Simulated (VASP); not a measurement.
# HfC: electric field gradients with LDA

HfC:

```
Hf C
1.0
     0.00000    2.34040    2.34040
     2.34040    0.00000    2.34040
     2.34040    2.34040    0.00000
Hf C
1 1
Direct
  0.50000 0.50000 0.50000
  0.00000 0.00000 0.00000
```

This cell differs from its parent crystal: volume scaled by 1.02.

```yaml
Program: VASP 6.6.1
Task: electric field gradients
Functional: LDA
Potentials_or_basis: VASP PAW LDA potentials, release 64 (Hf_pv, C)
Cutoff: 520 eV
k_mesh: 12 × 12 × 12
Occupations: fermi-dirac, width 0.05 eV
Spin: no spin polarisation
Dipole_correction: no
Further_INCAR_settings: ALGO = Normal; EDIFF = 1e-08; NBANDS = 14
```

| Property | Result |
| --- | --- |
| Pressure | -15.7 GPa |
| Band gap on the k mesh | zero (band 7 reaches 6.71 eV, above the bottom of band 8 at 5.29 eV) |

Levels at points of the mesh, in eV from the Fermi level:
```tsv
k point	band 4	band 5	band 6	band 7	band 8	band 9	band 10	band 11
(0.00, 0.00, 0.00)	-12.06	1.00	1.00	1.00	1.28	1.28	1.28	3.24
(0.50, 0.00, 0.00)	-8.35	-6.05	-2.94	-2.94	5.07	5.07	5.55	6.52
(0.50, 0.50, 0.00)	-10.16	-2.53	-1.78	-0.09	-0.09	5.11	6.45	6.45
```

It took 13 s on 1 thread of Intel(R) Xeon(R) 6975P-C (Granite Rapids) (shared host), peak memory 0.16 GiB.

Caveat: without QUAD_EFG the Cq values of the log hold for a quadrupole moment of 1 mb, not for the nuclei; spin-orbit coupling is left out, which moves the levels of the heavy elements.
